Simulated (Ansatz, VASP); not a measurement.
Two plane-wave programs on Si6Ru

```xyz
7
Lattice="3.9956 0.0000 0.0000 0.0000 3.9956 0.0000 0.0000 0.0000 8.1027" Properties=species:S:1:pos:R:3 pbc="T T T"
Si    0.0000    1.9978    4.0513
Si    1.9978    0.0000    4.0513
Si    0.0000    1.9978    6.8993
Si    1.9978    0.0000    6.8993
Si    0.0000    1.9978    1.2034
Si    1.9978    0.0000    1.2034
Ru    0.0000    0.0000    0.0000
```

Alike in both runs: task relaxation of cell and atoms; functional PBE; k mesh 4 × 4 × 2; occupations gaussian, width 0.2 eV; no spin polarisation.

```csv
,VASP,Ansatz
version,VASP 6.6.1,Ansatz 0.2.0
potentials or method,"VASP PAW PBE potentials, release 64 (Si, Ru_pv), cutoff 600 eV","scalar-relativistic, plane waves, PAW"
valence electrons in the cell,38,40
```

```tsv
	VASP	Ansatz	Ansatz less VASP
gap on the k mesh at the Fermi level, each at its own relaxed structure (eV)	none	none	-
relaxed volume (Å³/atom)	16.06	16.08	+0.028
relaxed cell length with the largest relative difference (Å)	7.881	7.859	-0.0222
```

A gap of «none» marks a metal or a gap that the smearing closes. VASP's potentials hold 38 valence electrons a cell and Ansatz's 40, so a difference there can come from the potentials and not from the codes.

The k mesh is coarse, so the values compare programs but aren't converged.
